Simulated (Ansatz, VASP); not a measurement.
# BaS in VASP and in Ansatz

Contents of INCAR:

```
SYSTEM = BaS
PREC = Accurate ; ENCUT = 600
EDIFF = 1E-7 ; ISMEAR = 0
SIGMA = 0.1 ; LREAL = .False.
LASPH = .True. ; NELM = 80
ALGO = Normal ; ISIF = 3
LWAVE = .False. ; LCHARG = .False.
GGA = PE ; IBRION = 2
NSW = 90 ; EDIFFG = -0.04
```

Contents of KPOINTS:

```
regular mesh
0
Gamma
  4 4 4
  0 0 0
```

The input POSCAR:

```
BaS
1.0
    7.1993472700      0.0000000000      0.0000000000
    0.0000000000      7.1993472700      0.0000000000
    0.0000000000      0.0000000000      5.7615539200
Ba S
2 2
Direct
    0.0000000000      0.0000000000      0.0000000000
    0.5000000000      0.5000000000      0.0000000000
    0.0000000000      0.5000000000      0.5703052800
    0.5000000000      0.0000000000      0.4296947200
```

Input for Ansatz:

```yaml
crystal:
  lattice:
    - [7.19934727, 0.0, 0.0]
    - [0.0, 7.19934727, 0.0]
    - [0.0, 0.0, 5.76155392]
  atoms:
    - { symbol: Ba, position: [0.0, 0.0, 0.0] }
    - { symbol: Ba, position: [0.5, 0.5, 0.0] }
    - { symbol: S, position: [0.0, 0.5, 0.57030528] }
    - { symbol: S, position: [0.5, 0.0, 0.42969472] }
basis:
  ecutwfc: 420
kpoints:
  mp_grid: { grid: [4, 4, 4] }
hamiltonian:
  xc: pbe
scf:
  occupations: { method: gaussian, width: 0.1 }
  lower_state_search: "off"
output:
  forces: true
  stress: true
  eigenvalues: true
relax:
  adjacent_minimum: "off"
  f_tol: 0.04
  max_steps: 70
  cell: { stress_tol: 0.4 }
```

Alike in both runs: task relaxation of cell and atoms; functional PBE; k mesh 4 × 4 × 4; occupations gaussian, width 0.1 eV; no spin polarisation.

|  | VASP | Ansatz |
| --- | --- | --- |
| version | VASP 6.6.1 | Ansatz 0.2.0 |
| potentials or method | VASP PAW PBE potentials, release 64 (Ba_sv, S), cutoff 600 eV | scalar-relativistic, plane waves, PAW |
| valence electrons in the cell | 32 | 32 |

```tsv
	VASP	Ansatz	Ansatz less VASP
gap on the k mesh at the Fermi level, each at its own relaxed structure (eV)	1.49	1.57	+0.074
relaxed volume (Å³/atom)	29.01	28.36	-0.655
relaxed cell length with the largest relative difference (Å)	3.876	3.845	-0.0303
```

Spin-orbit coupling is off throughout. Noted on VASP's run: the volume moved by over 15 % at a fixed basis, so the end points are rough.
